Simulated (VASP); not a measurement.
## Co2Ru: single point with PBE

Crystal: Co2Ru.

```
Co Ru
1.0
     2.61014    0.00000    0.00000
    -1.30507    2.26044    0.00000
     0.00000    0.00000   12.13193
Co Ru
4 2
Cartesian
  0.0000 1.5070 10.1702
  0.0000 1.5070 1.9617
  0.0000 1.5070 6.0660
  1.3051 0.7535 0.0000
  1.3051 0.7535 3.9968
  1.3051 0.7535 8.1351
```

| Item | Value |
| --- | --- |
| Program | VASP 6.6.1 |
| Task | single point |
| Functional | PBE |
| Potentials or basis | VASP PAW PBE potentials, release 64 (Co, Ru_pv) |
| Cutoff | 520 eV |
| k mesh | 6 × 6 × 2 |
| Occupations | gaussian, width 0.1 eV |
| Spin | collinear spin, antiferromagnetic start |
| Starting moments | [-3.0, -3.0, 3.0, 3.0, 0.0, 0.0] μB |
| Dipole correction | no |
| Further INCAR settings | ALGO = Normal; EDIFF = 1e-07; NBANDS = 45 |

```json
{"Pressure": "0.9 GPa", "Largest force": "0.372 eV/Å", "Net moment": "-3.18 μB per cell", "Site moments": "Co -1.46, +1.31, -1.63 (each value once); Ru -0.00 μB", "Valence electrons inside the program's atomic spheres": "Co 8.22, 8.24, 8.16 (each value once); Ru 12.75"}
```

Forces in eV/Å, atoms in the order of the input:
```
Co   0.000  0.000  0.276
Co   0.000  0.000 -0.276
Co   0.000  0.000  0.000
Co   0.000  0.000  0.000
Ru   0.000  0.000  0.372
Ru   0.000  0.000 -0.372
```

Stress tensor (GPa, compression positive):
```
0.59 0.00 0.00
0.00 0.59 0.00
0.00 0.00 1.61
```

Levels at points of the mesh, in eV from the Fermi level:
Spin up:
| k point | band 28 | band 29 | band 30 | band 31 | band 32 | band 33 |
| --- | --- | --- | --- | --- | --- | --- |
| (0.00, 0.00, 0.00) | -1.17 | -0.80 | -0.80 | -0.78 | -0.40 | -0.40 |
| (0.50, 0.00, 0.00) | 0.33 | 0.65 | 0.77 | 0.81 | 0.95 | 1.01 |
| (0.00, 0.00, 0.50) | -0.81 | -0.81 | -0.80 | -0.51 | -0.51 | -0.22 |
| (0.50, 0.00, 0.50) | -0.02 | 0.45 | 0.64 | 0.79 | 0.85 | 1.01 |
Spin down:
```csv
k point,band 30,band 31,band 32,band 33,band 34,band 35,band 36,band 37
"(0.00, 0.00, 0.00)",-1.33,-1.33,-1.18,-1.18,-0.99,-0.99,-0.37,-0.37
"(0.50, 0.00, 0.00)",-0.27,0.06,0.29,0.66,0.85,0.88,1.53,2.17
"(0.00, 0.00, 0.50)",-1.40,-1.23,-1.23,-0.92,-0.92,-0.41,-0.36,-0.36
"(0.50, 0.00, 0.50)",-0.39,-0.21,-0.11,0.66,0.84,1.42,1.64,2.11
```

It took 2.6 min on 1 thread of AMD EPYC 9R45 96-Core Processor (Zen 5) (shared host), peak memory 0.22 GiB.

Caveat: the k points lie up to 0.46 Å⁻¹ apart.
